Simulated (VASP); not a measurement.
# Ba3Si (Pm-3m) in VASP: notebook

Ba3Si is run at these levels: LDA, PBE; tasks: single point.

All numbers are computed with VASP 6.6.1; they aren't measurements. Logs are shortened: lines on timing, memory, paths and dates and some standing lists are left out, and cuts for length are marked.

## (1) The cell of the first run

It takes space group Pm-3m (No. 221, cubic). Conventional cell: a = 5.383 Å, b = 5.383 Å, c = 5.383 Å, α = 90.00°, β = 90.00°, γ = 90.00°. Within 5.0 Å of Ba (site symmetry 4/mmm) lie 8 Ba at 3.81 Å and 4 Si at 3.81 Å. Within 5.0 Å of Si (site symmetry m-3m) lie 12 Ba at 3.81 Å.

## (2) Single point, LDA

Input file INCAR:

```
PREC     = Accurate       # precision mode
ENCUT    = 520            # plane-wave cutoff, eV
EDIFF    = 1E-6           # SCF threshold, eV
ISMEAR   = 0              # smearing method
SIGMA    = 0.05           # smearing width, eV
LREAL    = False          # projectors in reciprocal space
LASPH    = True           # aspherical terms in the spheres
NELM     = 100            # most SCF steps
ALGO     = Normal         # electronic algorithm
ISIF     = 2              # what is computed and relaxed
LWAVE    = False          # write WAVECAR
LCHARG   = False          # write CHGCAR
GGA      = CA             # functional
NBANDS   = 25             # bands
```

Input file KPOINTS:

```
regular mesh
0
Gamma
  6 6 6
```

Input file POSCAR:

```
Ba3Si
1.0
    5.3833561179      0.0000000000      0.0000000000
    0.0000000000      5.3833561179      0.0000000000
    0.0000000000      0.0000000000      5.3833561179
Ba Si
3 1
Direct
    0.0000000000      0.5000000000      0.5000000000
    0.5000000000      0.5000000000      0.0000000000
    0.5000000000      0.0000000000      0.5000000000
    0.0000000000      0.0000000000      0.0000000000
```

Potentials or basis: VASP PAW LDA potentials, release 64 (Ba_sv, Si).

Launch:

```
$ cat potpaw_LDA.64/Ba_sv/POTCAR potpaw_LDA.64/Si/POTCAR > POTCAR
$ mpirun -np 1 vasp_std > vasp.out
```

OUTCAR:

```text
PREC = Accurate
   ENCUT = 520
   EDIFF = 1E-6
   ISMEAR = 0
   LREAL = False
   LASPH = True
   NELM = 100
   ISIF = 2
   GGA = CA

 ion  position               nearest neighbor table
   1  0.000  0.500  0.500-   2 3.81   3 3.81   4 3.81   2 3.81   4 3.81   3 3.81   4 3.81   4 3.81
                             2 3.81   3 3.81   2 3.81   3 3.81
   2  0.500  0.500  0.000-   1 3.81   3 3.81   4 3.81   1 3.81   3 3.81   3 3.81   4 3.81   3 3.81
                             1 3.81   4 3.81   1 3.81   4 3.81
   3  0.500  0.000  0.500-   1 3.81   2 3.81   4 3.81   2 3.81   4 3.81   1 3.81   2 3.81   2 3.81
                             1 3.81   4 3.81   4 3.81   1 3.81
   4  0.000  0.000  0.000-   1 3.81   2 3.81   3 3.81   1 3.81   3 3.81   1 3.81   2 3.81   1 3.81
                             2 3.81   3 3.81   3 3.81   2 3.81

  LATTYP: Found a simple cubic cell.
 ALAT       =     5.3833561179

  Lattice vectors:

 A1 = (   5.3833561179,   0.0000000000,   0.0000000000)
 A2 = (   0.0000000000,   5.3833561179,   0.0000000000)
 A3 = (   0.0000000000,   0.0000000000,   5.3833561179)

Analysis of symmetry for initial positions (statically):
=====================================================================
 Subroutine PRICEL returns:
 Original cell was already a primitive cell.

 Routine SETGRP: Setting up the symmetry group for a
 simple cubic supercell.

 Subroutine GETGRP returns: Found 48 space group operations
 (whereof 48 operations were pure point group operations)
 out of a pool of 48 trial point group operations.

The static configuration has the point symmetry O_h .

Analysis of symmetry for dynamics (positions and initial velocities):
=====================================================================
 Subroutine PRICEL returns:
 Original cell was already a primitive cell.

 Routine SETGRP: Setting up the symmetry group for a
 simple cubic supercell.

 Subroutine GETGRP returns: Found 48 space group operations
 (whereof 48 operations were pure point group operations)
 out of a pool of 48 trial point group operations.

The dynamic configuration has the point symmetry O_h .

 Subroutine INISYM returns: Found 48 space group operations
 (whereof 48 operations are pure point group operations),
 and found     1 'primitive' translations

----------------------------------------------------------------------------------------

                                     Primitive cell

  volume of cell :     156.0125

  direct lattice vectors                    reciprocal lattice vectors
     5.383356118  0.000000000  0.000000000     0.185757728  0.000000000  0.000000000
     0.000000000  5.383356118  0.000000000     0.000000000  0.185757728  0.000000000
     0.000000000  0.000000000  5.383356118     0.000000000  0.000000000  0.185757728

  length of vectors
     5.383356118  5.383356118  5.383356118     0.185757728  0.185757728  0.185757728

  position of ions in fractional coordinates (direct lattice)
     0.000000000  0.500000000  0.500000000
     0.500000000  0.500000000  0.000000000
     0.500000000  0.000000000  0.500000000
     0.000000000  0.000000000  0.000000000

  ion indices of the primitive-cell ions
   primitive index   ion index
                 1           1
                 2           2
                 3           3
                 4           4

----------------------------------------------------------------------------------------

 KPOINTS: regular mesh

Automatic generation of k-mesh.
 Grid dimensions read from file:
 generate k-points for:    6    6    6

 Generating k-lattice:

  Cartesian coordinates                     Fractional coordinates (reciprocal lattice)
     0.030959621  0.000000000  0.000000000     0.166666667  0.000000000  0.000000000
     0.000000000  0.030959621  0.000000000     0.000000000  0.166666667  0.000000000
     0.000000000  0.000000000  0.030959621     0.000000000  0.000000000  0.166666667

  Length of vectors
     0.030959621  0.030959621  0.030959621

  Shift w.r.t. Gamma in fractional coordinates (k-lattice)
     0.000000000  0.000000000  0.000000000

 Subroutine IBZKPT returns following result:
 ===========================================

 Found     20 irreducible k-points:

 Following reciprocal coordinates:
            Coordinates               Weight
  0.000000  0.000000  0.000000      1.000000
  0.166667  0.000000  0.000000      6.000000
  0.333333  0.000000  0.000000      6.000000
  0.500000  0.000000  0.000000      3.000000
  0.166667  0.166667  0.000000     12.000000
  0.333333  0.166667  0.000000     24.000000
[... 12 lines left out ...]
  0.500000  0.500000  0.333333      6.000000
  0.500000  0.500000  0.500000      1.000000
   k-points           NKPTS =     20   k-points in BZ     NKDIM =     20   number of bands    NBANDS=     25
   number of dos      NEDOS =    301   number of ions     NIONS =      4
   total plane-waves  NPLWV =  64000
   dimension x,y,z NGX =    40 NGY =   40 NGZ =   40
   dimension x,y,z NGXF=    80 NGYF=   80 NGZF=   80
   ions per type =               3   1
   NGX,Y,Z   is equivalent  to a cutoff of  12.35, 12.35, 12.35 a.u.
   NGXF,Y,Z  is equivalent  to a cutoff of  24.71, 24.71, 24.71 a.u.
 SYSTEM =  unknown system
   PREC   = accura    normal or accurate (medium, high low for compatibility)
   ISTART =      0    job   : 0-new  1-cont  2-samecut
   ICHARG =      2    charge: 1-file 2-atom 10-const
   ISPIN  =      1    spin polarized calculation?
   LNONCOLLINEAR =      F non collinear calculations
   LSORBIT =      F    spin-orbit coupling
   LASPH  =      T    aspherical Exc in radial PAW
   ENCUT  =  520.0 eV  38.22 Ry    6.18 a.u.  10.01 10.01 10.01*2*pi/ulx,y,z
   NELM   =    100;   NELMIN=  2; NELMDL= -5     # of ELM steps
   EDIFF  = 0.1E-05   stopping-criterion for ELM
   LREAL  =      F    real-space projection
   EDIFFG = 0.1E-04   stopping-criterion for IOM
   NSW    =      0    number of steps for IOM
   IBRION =     -1    ionic relax: 0-MD 1-quasi-New 2-CG
   NFREE  =      0    steps in history (QN), initial steepest desc. (CG)
   ISIF   =      2    stress and relaxation
   ISYM   =      2    0-nonsym 1-usesym 2-fastsym
   POTIM  = 0.5000    time-step for ionic-motion
   TEBEG  =    0.0;   TEEND  =   0.0 temperature during run
   PSTRESS=    0.0 pullay stress
   NELECT =      34.0000    total number of electrons
   NUPDOWN=      -1.0000    fix difference up-down
   EMIN   =  10.00;   EMAX   =-10.00  energy-range for DOS
   EFERMI =   0.00;   METHOD = LEGACY
   ISMEAR =     0;   SIGMA  =   0.05  broadening in eV -4-tet -1-fermi 0-gaus
   EFERMI_NEDOS =   21; number of points for ismear=-14 and -15
   IALGO  =     38    algorithm
   IMIX   =      4    mixing-type and parameters
     AMIX     =   0.40;   BMIX     =  1.00
     AMIX_MAG =   1.60;   BMIX_MAG =  1.00
  volume/ion in A,a.u.               =      39.00       263.21
  Fermi-wavevector in a.u.,A,eV,Ry     =   0.985178  1.861716 13.205483  0.970576
  Thomas-Fermi vector in A             =   2.116466
   LORBIT       =      0    0 simple, 1 ext, 2 COOP (PROOUT), +10 PAW based schemes
   GGA     = CA    functional components
   LHFCALC =     F    Hartree Fock is set to
   AEXX    =    0.0000 exact exchange contribution
   IVDW    =     0    specifies the selected vdW correction
   LEPSILON=     F    determine dielectric tensor
   LRPA    =     F    only Hartree local field effects (RPA)
 non-spin polarized calculation
 Gauss-broadening in eV      SIGMA  =   0.05
  energy-cutoff  :      520.00
  volume of cell :      156.01
 maximum number of plane-waves:      4224
   NGX = 21   NGY = 21   NGZ = 21

 number of electron      33.9999997 magnetization

 Free energy of the ion-electron system (eV)
  ---------------------------------------------------
  ext. energy  EPLUGINS =         0.00000000
  ---------------------------------------------------
  free energy    TOTEN  =       -13.00517051 eV

  energy without entropy =      -12.99937972  energy(sigma->0) =      -13.00227511

 E-fermi :   2.9370     XC(G=0):  -8.9249

 val. band max:        2.9273923128   @ k =   0.1667   0.1667   0.0000
 cond. band min:       2.9784479649   @ k =   0.5000   0.3333   0.0000
 fundamental gap:      0.0510556521
 Fermi energy:         2.9370284730

 k-point     1 :       0.0000    0.0000    0.0000
  band No.  band energies     occupation
      1     -25.6321      2.00000
      2     -25.3544      2.00000
      3     -25.3544      2.00000
      4     -11.3899      2.00000
      5     -11.3899      2.00000
      6     -11.3899      2.00000
[... 17 lines left out ...]
     24       6.3424      0.00000
     25       6.3424      0.00000

 k-point     2 :       0.1667    0.0000    0.0000
  band No.  band energies     occupation
      1     -25.6161      2.00000
      2     -25.3712      2.00000
      3     -25.3542      2.00000
      4     -11.3487      2.00000
      5     -11.3487      2.00000
      6     -11.3289      2.00000
[... 17 lines left out ...]
     24       6.0013      0.00000
     25       6.6861      0.00000

 k-point     3 :       0.3333    0.0000    0.0000
  band No.  band energies     occupation
      1     -25.5744      2.00000
      2     -25.4141      2.00000
      3     -25.3536      2.00000
      4     -11.2482      2.00000
      5     -11.2482      2.00000
      6     -11.1514      2.00000
[... 17 lines left out ...]
     24       5.7726      0.00000
     25       6.2641      0.00000

 k-point     4 :       0.5000    0.0000    0.0000
  band No.  band energies     occupation
      1     -25.5409      2.00000
      2     -25.4483      2.00000
      3     -25.3533      2.00000
      4     -11.1815      2.00000
      5     -11.1815      2.00000
      6     -10.8823      2.00000
[... 17 lines left out ...]
     24       5.0737      0.00000
     25       5.5293      0.00000
[... 365 lines left out ...]
 k-point    18 :       0.5000    0.3333    0.3333
  band No.  band energies     occupation
      1     -25.4693      2.00000
      2     -25.4458      2.00000
      3     -25.4224      2.00000
      4     -11.7294      2.00000
      5     -11.1959      2.00000
      6     -11.1597      2.00000
[... 17 lines left out ...]
     24       5.4589      0.00000
     25       6.3042      0.00000

 k-point    19 :       0.5000    0.5000    0.3333
  band No.  band energies     occupation
      1     -25.4456      2.00000
      2     -25.4454      2.00000
      3     -25.4454      2.00000
      4     -11.8007      2.00000
      5     -11.2477      2.00000
      6     -11.1729      2.00000
[... 17 lines left out ...]
     24       5.4126      0.00000
     25       6.1159      0.00000

 k-point    20 :       0.5000    0.5000    0.5000
  band No.  band energies     occupation
      1     -25.4450      2.00000
      2     -25.4450      2.00000
      3     -25.4450      2.00000
      4     -11.8839      2.00000
      5     -11.2426      2.00000
      6     -11.2426      2.00000
[... 17 lines left out ...]
     24       5.8928      0.00000
     25       5.8962      0.00000

------------------------ aborting loop because EDIFF is reached ----------------------------------------

  FORCE on cell =-STRESS in cart. coord.  units (eV):
  Direction    XX          YY          ZZ          XY          YZ          ZX
  --------------------------------------------------------------------------------------
  -------------------------------------------------------------------------------------
  Total       -2.0882190     -2.0882190     -2.0882190      0.0000000     -0.0000000      0.0000000
  in kB      -21.4450617    -21.4450617    -21.4450617      0.0000000     -0.0000000      0.0000000
  external PRESSURE =     -21.4450617 kB  Pullay stress =       0.0000000 kB

 VOLUME and BASIS-vectors are now :
 -----------------------------------------------------------------------------
  energy-cutoff  :      520.00
  volume of cell :      156.01
      direct lattice vectors                 reciprocal lattice vectors
     5.383356118  0.000000000  0.000000000     0.185757728  0.000000000  0.000000000
     0.000000000  5.383356118  0.000000000     0.000000000  0.185757728  0.000000000
     0.000000000  0.000000000  5.383356118     0.000000000  0.000000000  0.185757728

 POSITION                                       TOTAL-FORCE (eV/Angst)
 -----------------------------------------------------------------------------------
      0.00000      2.69168      2.69168         0.000000      0.000000      0.000000
      2.69168      2.69168      0.00000         0.000000      0.000000      0.000000
      2.69168      0.00000      2.69168         0.000000      0.000000      0.000000
      0.00000      0.00000      0.00000         0.000000      0.000000      0.000000
 -----------------------------------------------------------------------------------
    total drift:                                0.000000     -0.000000     -0.000000

  FREE ENERGIE OF THE ION-ELECTRON SYSTEM (eV)
  ---------------------------------------------------
  free  energy   TOTEN  =       -13.0051705078 eV

  energy  without entropy=      -12.9993797194  energy(sigma->0) =      -13.00227511
```

Run time: 32 s. Hardware: 1 thread of Intel Xeon 6975P-C (Granite Rapids), shared host; peak memory 0.23 GiB.

What came out:

- Free energy: -13.0052 eV
- Pressure: -2.1 GPa
- Band gap on the k mesh: zero (band 17 reaches 3.63 eV, above the bottom of band 18 at 2.74 eV)

Caveat: spin-orbit coupling is left out, which moves the levels of the heavy elements.

## (3) Single point, PBE (volume scaled by 1.020)

Input file INCAR:

```
SYSTEM = Ba3Si
PREC = Accurate
ENCUT = 520
EDIFF = 1E-7
ISMEAR = 0
SIGMA = 0.05
LREAL = .False.
LASPH = .True.
NELM = 80
ALGO = Fast
ISIF = 2
LWAVE = .False.
LCHARG = .False.
GGA = PE
NBANDS = 25
```

Input file KPOINTS:

```
regular mesh
0
Gamma
  6 6 6
  0 0 0
```

Input file POSCAR:

```
Ba3Si
1.0
    5.4190085219      0.0000000000      0.0000000000
    0.0000000000      5.4190085219      0.0000000000
    0.0000000000      0.0000000000      5.4190085219
Ba Si
3 1
Direct
    0.0000000000      0.5000000000      0.5000000000
    0.5000000000      0.5000000000      0.0000000000
    0.5000000000      0.0000000000      0.5000000000
    0.0000000000      0.0000000000      0.0000000000
```

Potentials or basis: VASP PAW PBE potentials, release 64 (Ba_sv, Si).

Launch:

```
$ cat potpaw_PBE.64/Ba_sv/POTCAR potpaw_PBE.64/Si/POTCAR > POTCAR
$ mpirun -np 1 vasp_std > vasp.out
```

Wall time 48 s (1 thread of Intel Xeon 6975P-C (Granite Rapids), shared host); peak memory 0.27 GiB.

It converged, with:

```
Free energy            : -11.1399 eV
Pressure               : 0.0 GPa
Band gap on the k mesh : zero (band 17 reaches 3.73 eV, above the bottom of band 18 at 2.80 eV)
```

Levels at points of the mesh, in eV from the Fermi level:
| k point | band 13 | band 14 | band 15 | band 16 | band 17 | band 18 | band 19 | band 20 | band 21 | band 22 |
| --- | --- | --- | --- | --- | --- | --- | --- | --- | --- | --- |
| (0.00, 0.00, 0.00) | -6.50 | -2.11 | -0.29 | -0.29 | -0.13 | -0.13 | -0.13 | 0.22 | 0.22 | 0.22 |
| (0.50, 0.00, 0.00) | -6.04 | -2.15 | -0.76 | -0.74 | -0.74 | 0.32 | 1.16 | 2.06 | 2.07 | 2.07 |
| (0.50, 0.50, 0.00) | -5.99 | -1.34 | -1.34 | -1.21 | 0.64 | 0.72 | 0.72 | 1.25 | 2.08 | 2.08 |
| (0.50, 0.50, 0.50) | -6.27 | -0.56 | -0.56 | -0.56 | -0.29 | -0.29 | -0.29 | 2.04 | 2.04 | 2.04 |

Caveat: spin-orbit coupling is left out, which moves the levels of the heavy elements.
